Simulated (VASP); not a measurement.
# PbO2 (P4_2/mnm) in VASP: notebook, part 2 of 2

VASP 6.6.1. Earlier steps stand in the parts before.

## 3. Single point, r2SCAN

This run uses another cell than the first one, of 14.11 Å³/atom, 1.031 times its volume.

POSCAR

```
PbO2
1.0
    4.9838460811      0.0000000000      0.0000000000
    0.0000000000      4.9838460811      0.0000000000
    0.0000000000      0.0000000000      3.4076223031
Pb O
2 4
Direct
    0.0000000000      0.0000000000      0.0000000000
    0.5000000000      0.5000000000      0.5000000000
    0.3072128134      0.3072128134      0.0000000000
    0.1927871866      0.8072128134      0.5000000000
    0.8072128134      0.1927871866      0.5000000000
    0.6927871866      0.6927871866      0.0000000000
```

INCAR.step1

```
SYSTEM = PbO2
PREC     = Accurate       ! precision mode
ENCUT    = 520            ! plane-wave cutoff, eV
ISMEAR   = -1             ! smearing method
SIGMA    = 0.02           ! smearing width, eV
LREAL    = .FALSE.        ! projectors in reciprocal space
LASPH    = .TRUE.         ! aspherical terms in the spheres
NELM     = 100            ! most SCF steps
NBANDS   = 35             ! bands
GGA      = PE             ! functional
ALGO     = Normal         ! electronic algorithm
EDIFF    = 1E-4           ! SCF threshold, eV
LWAVE    = .TRUE.         ! write WAVECAR
LCHARG   = .FALSE.        ! write CHGCAR
```

INCAR.step2

```
SYSTEM = PbO2
PREC     = Accurate       ! precision mode
ENCUT    = 520            ! plane-wave cutoff, eV
EDIFF    = 1E-6           ! SCF threshold, eV
ISMEAR   = -1             ! smearing method
SIGMA    = 0.02           ! smearing width, eV
LREAL    = .FALSE.        ! projectors in reciprocal space
LASPH    = .TRUE.         ! aspherical terms in the spheres
NELM     = 100            ! most SCF steps
ALGO     = Normal         ! electronic algorithm
ISIF     = 2              ! what is computed and relaxed
LWAVE    = .FALSE.        ! write WAVECAR
LCHARG   = .TRUE.         ! write CHGCAR
METAGGA  = R2SCAN         ! meta-GGA
LMIXTAU  = .TRUE.       
LELF     = .TRUE.         ! ELF
LVHAR    = .TRUE.       
NBANDS   = 35             ! bands
ISTART   = 1
```

KPOINTS

```
Automatic mesh
0
G
  6 6 8
  0 0 0
```

Potentials or basis: VASP PAW PBE potentials, release 64 (Pb_d, O).

Started as:

```
$ cat potpaw_PBE.64/Pb_d/POTCAR potpaw_PBE.64/O/POTCAR > POTCAR
$ cp INCAR.step1 INCAR
$ mpirun -np 1 vasp_std > vasp.out
$ cp INCAR.step2 INCAR
$ mpirun -np 1 vasp_std > vasp.out
```

It took 4.7 min on 1 thread of Intel Xeon 6975P-C (Granite Rapids), shared host; peak memory 0.28 GiB.

It converged, with:

```yaml
Free_energy: -142.2614 eV
Pressure: 0.8 GPa
Largest_force: 0.006 eV/Å
Band_gap_on_the_k_mesh: 0.10 eV, indirect (least direct gap 0.34 eV)
```

Forces in eV/Å, atoms in the order of the input:
```
Pb   0.000  0.000  0.000
Pb   0.000  0.000  0.000
O   -0.004 -0.004  0.000
O    0.004 -0.004  0.000
O   -0.004  0.004  0.000
O    0.004  0.004  0.000
```

Stress tensor (GPa, compression positive):
```
0.71 0.00 0.00
0.00 0.71 0.00
0.00 0.00 0.92
```

Levels at points of the mesh, in eV from the valence-band top:
| k point | band 24 | band 25 | band 26 | band 27 | band 28 | band 29 |
| --- | --- | --- | --- | --- | --- | --- |
| (0.00, 0.00, 0.00) | -0.49 | -0.49 | -0.44 | 0.10 | 4.84 | 6.61 |
| (0.50, 0.00, 0.00) | -0.53 | -0.33 | -0.33 | 2.92 | 2.92 | 7.20 |
| (0.50, 0.50, 0.00) | -0.55 | -0.47 | -0.47 | 3.34 | 3.34 | 7.47 |
| (0.00, 0.00, 0.50) | -1.12 | -0.78 | -0.78 | 4.33 | 4.33 | 9.73 |
| (0.50, 0.00, 0.50) | -0.77 | -0.08 | -0.08 | 4.64 | 4.64 | 8.17 |
| (0.50, 0.50, 0.50) | -0.64 | -0.52 | -0.52 | 3.38 | 3.38 | 9.12 |

Caveat: the PAW data sets were made with another functional, which shifts forces and pressure a little; spin-orbit coupling is left out, which moves the levels of the heavy elements.

## 4. Single point, r2SCAN (uniaxial z strain +2.0%)

POSCAR

```
PbO2
1.0
    4.9838460811      0.0000000000      0.0000000000
    0.0000000000      4.9838460811      0.0000000000
    0.0000000000      0.0000000000      3.4757747491
Pb O
2 4
Direct
    0.0000000000      0.0000000000      0.0000000000
    0.5000000000      0.5000000000      0.5000000000
    0.3077420961      0.3077420961      0.0000000000
    0.1922579039      0.8077420961      0.5000000000
    0.8077420961      0.1922579039      0.5000000000
    0.6922579039      0.6922579039      0.0000000000
```

INCAR.step1 is that of step 3.

INCAR.step2: that of step 3 with these lines changed.

```diff
@@ -12,7 +12,5 @@
 LWAVE    = .FALSE.        ! write WAVECAR
-LCHARG   = .TRUE.         ! write CHGCAR
+LCHARG   = .FALSE.        ! write CHGCAR
 METAGGA  = R2SCAN         ! meta-GGA
 LMIXTAU  = .TRUE.       
-LELF     = .TRUE.         ! ELF
-LVHAR    = .TRUE.       
 NBANDS   = 35             ! bands
```

KPOINTS

```
regular mesh
0
G
  6 6 8
  0 0 0
```

Potentials or basis: VASP PAW PBE potentials, release 64 (Pb_d, O).

Started as:

```
$ cat potpaw_PBE.64/Pb_d/POTCAR potpaw_PBE.64/O/POTCAR > POTCAR
$ cp INCAR.step1 INCAR
$ mpirun -np 1 vasp_std > vasp.out
$ cp INCAR.step2 INCAR
$ mpirun -np 1 vasp_std > vasp.out
```

OUTCAR:

```text
SYSTEM = PbO2
   PREC = Accurate
   ENCUT = 520
   EDIFF = 1E-6
   ISMEAR = -1
   LREAL = .FALSE.
   LASPH = .TRUE.
   NELM = 100
   ISIF = 2
   METAGGA = R2SCAN
   ISTART = 1

 ion  position               nearest neighbor table
   1  0.000  0.000  0.000-   3 2.17   6 2.17   5 2.20   4 2.20   4 2.20   5 2.20   2 3.93   2 3.93
                             2 3.93   2 3.93   2 3.93   2 3.93   2 3.93   2 3.93
   2  0.500  0.500  0.500-   4 2.17   5 2.17   3 2.20   6 2.20   3 2.20   6 2.20   1 3.93   1 3.93
                             1 3.93   1 3.93   1 3.93   1 3.93   1 3.93   1 3.93
   3  0.308  0.308  0.000-   1 2.17   2 2.20   2 2.20
[... 1125 lines left out ...]
  Total       -0.9372267     -0.9372267     -2.3216566     -0.0000000      0.0000000      0.0000000
  in kB      -17.3929944    -17.3929944    -43.0851597     -0.0000000      0.0000000      0.0000000
  external PRESSURE =     -25.9570495 kB  Pullay stress =       0.0000000 kB

 VOLUME and BASIS-vectors are now :
 -----------------------------------------------------------------------------
  energy-cutoff  :      520.00
  volume of cell :       86.33
      direct lattice vectors                 reciprocal lattice vectors
     4.983846081  0.000000000  0.000000000     0.200648251  0.000000000  0.000000000
     0.000000000  4.983846081  0.000000000     0.000000000  0.200648251  0.000000000
     0.000000000  0.000000000  3.475774749     0.000000000  0.000000000  0.287705640

 POSITION                                       TOTAL-FORCE (eV/Angst)
 -----------------------------------------------------------------------------------
      0.00000      0.00000      0.00000        -0.000000     -0.000000      0.000000
      2.49192      2.49192      1.73789        -0.000000     -0.000000      0.000000
      1.53374      1.53374      0.00000        -0.006543     -0.006543      0.000000
      0.95818      4.02566      1.73789         0.006543     -0.006543      0.000000
      4.02566      0.95818      1.73789        -0.006543      0.006543      0.000000
      3.45011      3.45011      0.00000         0.006543      0.006543      0.000000
 -----------------------------------------------------------------------------------
    total drift:                                0.000000      0.000000     -0.000000

  FREE ENERGIE OF THE ION-ELECTRON SYSTEM (eV)
  ---------------------------------------------------
  free  energy   TOTEN  =      -142.2449095135 eV

  energy  without entropy=     -142.2447185457  energy(sigma->0) =     -142.24481403
```

It took 4.7 min on 1 thread of Intel Xeon 6975P-C (Granite Rapids), shared host; peak memory 0.28 GiB.

What came out:

```
Free energy            : -142.2449 eV
Pressure               : -2.6 GPa
Largest force          : 0.009 eV/Å
Band gap on the k mesh : 0.10 eV, indirect (least direct gap 0.23 eV)
```

Forces on the atoms (eV/Å):
```
Pb   0.000  0.000  0.000
Pb   0.000  0.000  0.000
O   -0.007 -0.007  0.000
O    0.007 -0.007  0.000
O   -0.007  0.007  0.000
O    0.007  0.007  0.000
```

Caveat: the cell differs from its parent crystal (uniaxial z strain +2.0%); the PAW data sets were made with another functional, which shifts forces and pressure a little; spin-orbit coupling is left out, which moves the levels of the heavy elements.

## 5. The runs side by side

```tsv
cell	gap on the mesh (eV)	pressure (GPa)	largest force (eV/Å)
a = 4.984, b = 4.984, c = 3.305 Å, 6 atoms	0.11	6.8	0.02
a = 4.984, b = 4.984, c = 3.408 Å, 6 atoms	0.10	0.8	0.01
a = 4.984, b = 4.984, c = 3.476 Å, 6 atoms	0.10	-2.6	0.01
```

Alike in all rows: task single point; level r2SCAN; potentials or basis VASP PAW PBE potentials, release 64 (Pb_d, O); no spin polarisation; k mesh 6 × 6 × 8; cutoff (eV) 520; smearing fermi-dirac 0.02 eV.

Caveats: the PAW data sets were made with another functional, which shifts forces and pressure a little; spin-orbit coupling is left out, which moves the levels of the heavy elements.

Total energies depend on the potentials used, so only differences within one code and one set of settings carry meaning.
